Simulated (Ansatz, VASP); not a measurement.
TaPb: VASP beside Ansatz

```
Ta Pb
1.0
     0.00000    2.88347    2.88347
     2.88347    0.00000    2.88347
     2.88347    2.88347    0.00000
Ta Pb
1 1
Cartesian
  2.8835 2.8835 2.8835
  0.0000 0.0000 0.0000
```

Alike in both runs: functional PBE; k mesh 16 × 16 × 16; occupations gaussian, width 0.1 eV; no spin polarisation.

Ansatz relaxed the structure, and its values are those at the end. VASP's run is a single point on that final structure, the one shown.

|  | VASP | Ansatz |
| --- | --- | --- |
| version | VASP 6.6.1 | Ansatz 0.2.0 |
| potentials or method | VASP PAW PBE potentials, release 64 (Ta_pv, Pb_d), cutoff 520 eV | scalar-relativistic, plane waves, PAW |
| valence electrons in the cell | 25 | 27 |

VASP gave:

```
gap on the k mesh at the Fermi level (eV) : none
pressure (GPa)                            : 0.1
```

Problem. Estimate Ansatz's values.

Solution. gap on the k mesh at the Fermi level (eV): none; pressure (GPa): 0.0.

A gap of «none» marks a metal or a gap that the smearing closes. VASP's potentials hold 25 valence electrons a cell and Ansatz's 27, so a difference there can come from the potentials and not from the codes.

Spin-orbit coupling is off throughout.
